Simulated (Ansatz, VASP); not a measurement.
# O: VASP beside Ansatz

Contents of INCAR:

```
PREC = Accurate ; ENCUT = 520
EDIFF = 1E-8 ; ISMEAR = -1
SIGMA = 0.02 ; LREAL = False
LASPH = True ; NELM = 100
ALGO = Normal ; ISIF = 2
LWAVE = False ; LCHARG = False
GGA = PE ; LEFG = True
NBANDS = 13
```

The input KPOINTS:

```
Automatic mesh
0
Gamma
  10 10 7
```

The input POSCAR:

```
O
1.0
    2.7429576650     -1.7408110001      0.0000000000
    2.7429576650      1.7408110001      0.0000000000
   -1.9951450610      0.0000000000      3.6355503000
O
2
Direct
    0.0640000000      0.0640000000      0.1530000000
    0.9360000000      0.9360000000      0.8470000000
```

Input for Ansatz:

```yaml
crystal:
  lattice:
    - [2.742957665, -1.7408110001, 0.0]
    - [2.742957665, 1.7408110001, 0.0]
    - [-1.995145061, 0.0, 3.6355503]
  atoms:
    - { symbol: O, position: [0.064, 0.064, 0.153] }
    - { symbol: O, position: [0.936, 0.936, 0.847] }
kpoints:
  mp_grid: { grid: [10, 10, 7] }
scf:
  occupations: { method: fermi_dirac, width: 0.02 }
hamiltonian:
  xc: pbe
  pseudopotentials: { kind: paw }
output:
  forces: true
  stress: true
  eigenvalues: true
  efg: { contact_densities: true }
```

Change from the starting cell: z stretched by -3 % at fixed volume, PAW files.

Alike in both runs: task electric field gradients; functional PBE; k mesh 10 × 10 × 7; occupations fermi-dirac, width 0.02 eV; no spin polarisation.

|  | VASP | Ansatz |
| --- | --- | --- |
| version | VASP 6.6.1 | Ansatz 0.2.0 |
| potentials or method | VASP PAW PBE potentials, release 64 (O) | PAW with Ansatz's default frozen-core files, scalar-relativistic |
| plane-wave cutoff (eV) | 520 | 420 |
| valence electrons in the cell | 12 | 12 |

VASP gave:

```
pressure (GPa)                                                : 19.3
traceless stress, the component that is largest in VASP (GPa) : 46.64
rms of the force components (eV/Å)                            : 7.493
size of Vzz on the site where it differs most (V/Å²)          : 103.4
```

Q: Estimate Ansatz's values.

A: Pressure (GPa): 14.4; traceless stress, the component that is largest in VASP (GPa): 36.31; rms of the force components (eV/Å): 5.716; size of Vzz on the site where it differs most (V/Å²): 103.5.

Atom by atom the forces differ by 1.777 eV/Å (rms over components).

Noted on VASP's run: the standard files for N, O and F lose accuracy on very short bonds; spin is off for a triplet molecule.
